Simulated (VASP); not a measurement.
Here is a VASP 6.6.1 calculation.

Contents of INCAR:

```
PREC = Accurate ; ENCUT = 520
EDIFF = 1E-6 ; ISMEAR = 0
SIGMA = 0.02 ; LREAL = F
LASPH = T ; NELM = 100
ALGO = Normal ; ISIF = 2
LWAVE = F ; LCHARG = F
GGA = PE ; IVDW = 12
NBANDS = 35
```

File KPOINTS:

```
Automatic mesh
0
Gamma
  12 12 4
```

The input POSCAR:

```
WS2
1.0
    3.1541811833      0.0000000000      0.0000000000
   -1.5770905917      2.7316010329      0.0000000000
    0.0000000000      0.0000000000     12.2673810251
W S
2 4
Direct
    0.3333333333      0.6666666667      0.7500000000
    0.6666666667      0.3333333333      0.2500000000
    0.3333333333      0.6666666667      0.1215245507
    0.6666666667      0.3333333333      0.6215245507
    0.3333333333      0.6666666667      0.3784754493
    0.6666666667      0.3333333333      0.8784754493
```

Potentials or basis: VASP PAW PBE potentials, release 64 (W_sv, S).

The run is started by

```sh
$ cat potpaw_PBE.64/W_sv/POTCAR potpaw_PBE.64/S/POTCAR > POTCAR
$ mpirun -np 1 vasp_std > vasp.out
```

(1) Estimate the pressure.

(2) What does it give for the largest force?

## Answers

(1) -0.3 GPa.

(2) 0.004 eV/Å.

Caveat: the cell differs from its parent crystal (strain along c alone, the other axes held: +1.0 %, then relaxed in part).
